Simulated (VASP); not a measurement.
TaVN2: single point with PBEsol

The system is TaVN2.

```xyz
4
Lattice="3.0499 0.0000 0.0000 0.0000 3.0499 0.0000 0.0000 0.0000 4.2961" Properties=species:S:1:pos:R:3 pbc="T T T"
Ta    0.0000    0.0000    0.0000
V     1.5249    1.5249    2.1480
N     1.5249    1.5249    0.0000
N     0.0000    0.0000    2.1480
```

| Item | Value |
| --- | --- |
| Program | VASP 6.6.1 |
| Task | single point |
| Functional | PBEsol |
| Potentials or basis | VASP PAW PBE potentials, release 64 (Ta_pv, V_sv, N) |
| Cutoff | 520 eV |
| k mesh | 7 × 7 × 5 |
| Occupations | fermi-dirac, width 0.05 eV |
| Spin | collinear spin, ferromagnetic start |
| Starting moments | [0.0, 4.0, 0.0, 0.0] μB |
| Fixed moment | 4 μB |

| Quantity | Value |
| --- | --- |
| Pressure | 10.0 GPa |
| Net moment | 4.00 μB per cell |
| Site moments | Ta +0.78; V +2.34; N +0.12 μB |
| Valence electrons inside the program's atomic spheres | Ta 8.98; V 11.66; N 3.76, 3.72 |

Stress tensor (GPa, compression positive):
```
11.69  0.00  0.00
 0.00 11.69  0.00
 0.00  0.00  6.53
```

Run time: 58 s on 1 thread of Intel(R) Xeon(R) Platinum 8488C (Sapphire Rapids) (shared host), peak memory 0.2 GiB.

Caveat: the PAW data sets were made with another functional, which shifts forces and pressure a little; the total moment is fixed, so each spin has its own Fermi level.
